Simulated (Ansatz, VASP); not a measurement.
# Ni in VASP and in Ansatz

The input INCAR:

```
ALGO = Normal ; EDIFF = 1E-7
ENCUT = 520 ; GGA = PE
ISIF = 2 ; ISMEAR = 0
ISPIN = 2 ; LASPH = T
LCHARG = F ; LMAXMIX = 4
LORBIT = 11 ; LREAL = F
LWAVE = F ; MAGMOM = 1
NBANDS = 15 ; NELM = 150
PREC = Accurate ; SIGMA = 0.027000000000000003
```

Contents of KPOINTS:

```
k-points
0
Gamma
  13 13 13
```

Contents of POSCAR:

```
Ni
1.0
   -1.3837154700      1.3837154700      1.3837154700
    1.3837154700     -1.3837154700      1.3837154700
    1.3837154700      1.3837154700     -1.3837154700
Ni
1
Direct
    0.0000000000      0.0000000000      0.0000000000
```

Contents of input.yaml:

```yaml
crystal:
  lattice:
    - [-1.38371547, 1.38371547, 1.38371547]
    - [1.38371547, -1.38371547, 1.38371547]
    - [1.38371547, 1.38371547, -1.38371547]
  atoms:
    - { symbol: Ni, position: [0.0, 0.0, 0.0], spin: 1.0 }
hamiltonian:
  xc: pbe
  pseudopotentials: { kind: paw }
magnetization:
  spin_polarized: true
kpoints:
  mp_grid: { grid: [13, 13, 13] }
scf:
  occupations: { method: gaussian, width: 0.027 }
output:
  forces: true
  stress: true
  eigenvalues: true
```

Alike in both runs: task single point; functional PBE; k mesh 13 × 13 × 13; occupations gaussian, width 0.027 eV; collinear spin.

|  | VASP | Ansatz |
| --- | --- | --- |
| version | VASP 6.6.1 | Ansatz 0.2.0 |
| potentials or method | VASP PAW PBE potentials, release 64 (Ni) | Ansatz PAW |
| plane-wave cutoff (eV) | 520 | 420 |
| valence electrons in the cell | 10 | 18 |

Ansatz gave:

- gap on the k mesh at the Fermi level (eV): none
- pressure (GPa): 7.7
- net moment per atom (μB): 0.59
- size of the moment on the site where the two differ most (μB): 0.62

Problem. What did VASP give for the same quantities?

Solution. gap on the k mesh at the Fermi level (eV): none; pressure (GPa): 7.6; net moment per atom (μB): 0.59; size of the moment on the site where the two differ most (μB): 0.59.

Site moments also hang on the region over which each program counts them. A gap of «none» marks a metal or a gap that the smearing closes. VASP's potentials hold 10 valence electrons a cell and Ansatz's 18, so a difference there can come from the potentials and not from the codes.
